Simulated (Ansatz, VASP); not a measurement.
One calculation of LuBe, two programs

POSCAR

```
LuBe
1.0
    3.3203700000      0.0000000000      0.0000000000
    0.0000000000      3.3203700000      0.0000000000
    0.0000000000      0.0000000000      3.3203700000
Lu Be
1 1
Direct
    0.0000000000      0.0000000000      0.0000000000
    0.5000000000      0.5000000000      0.5000000000
```

The input INCAR.step1:

```
PREC = Accurate
ENCUT = 520
ISMEAR = -1
SIGMA = 0.05
LREAL = False
LASPH = True
NELM = 60
NBANDS = 20
GGA = PE
ALGO = Normal
EDIFF = 1E-4
LWAVE = True
LCHARG = False
```

INCAR.step2

```
PREC = Accurate
ENCUT = 520
EDIFF = 1E-7
ISMEAR = -1
SIGMA = 0.05
LREAL = False
LASPH = True
NELM = 60
ALGO = Normal
ISIF = 2
LWAVE = False
LCHARG = False
METAGGA = R2SCAN
LMIXTAU = True
NBANDS = 20
ISTART = 1
```

Contents of KPOINTS:

```
regular mesh
0
Gamma
  8 8 8
```

File input.yaml:

```yaml
crystal:
  lattice:
    - [3.32037, 0.0, 0.0]
    - [0.0, 3.32037, 0.0]
    - [0.0, 0.0, 3.32037]
  atoms:
    - { symbol: Lu, position: [0.0, 0.0, 0.0] }
    - { symbol: Be, position: [0.5, 0.5, 0.5] }
hamiltonian:
  xc: r2scan
  pseudopotentials: { kind: paw }
kpoints:
  mp_grid: { grid: [8, 8, 8] }
  band_path:
    path:
      - [[0.0, 0.0, 0.0], [0.0, 0.5, 0.0], [0.5, 0.5, 0.0], [0.0, 0.0, 0.0], [0.5, 0.5, 0.5], [0.0, 0.5, 0.0]]
      - [[0.5, 0.5, 0.0], [0.5, 0.5, 0.5]]
    npoints: 14
scf:
  occupations: { method: fermi_dirac, width: 0.05 }
  n_extra_bands: 6
output:
  forces: true
  stress: true
  eigenvalues: true
  fatbands: false
```

Alike in both runs: functional r2SCAN; k mesh 8 × 8 × 8; occupations fermi-dirac, width 0.05 eV; no spin polarisation.

|  | VASP | Ansatz |
| --- | --- | --- |
| version | VASP 6.6.1 | Ansatz 0.2.0 |
| potentials or method | VASP PAW PBE potentials, release 64 (Lu, Be) | Ansatz PAW |
| plane-wave cutoff (eV) | 520 | 500 |
| valence electrons in the cell | 27 | 27 |
| task | single point | band structure |

```csv
,VASP,Ansatz,Ansatz less VASP
gap on the k mesh at the Fermi level (eV),none,none,-
pressure (GPa),-0.1,-0.4,-0.33
```

VASP's potentials were made for PBE, not for r2SCAN. A gap of «none» marks a metal or a gap that the smearing closes. With one functional, cell and mesh, what is left measures potentials, basis and numerics.

Spin-orbit coupling is off throughout.
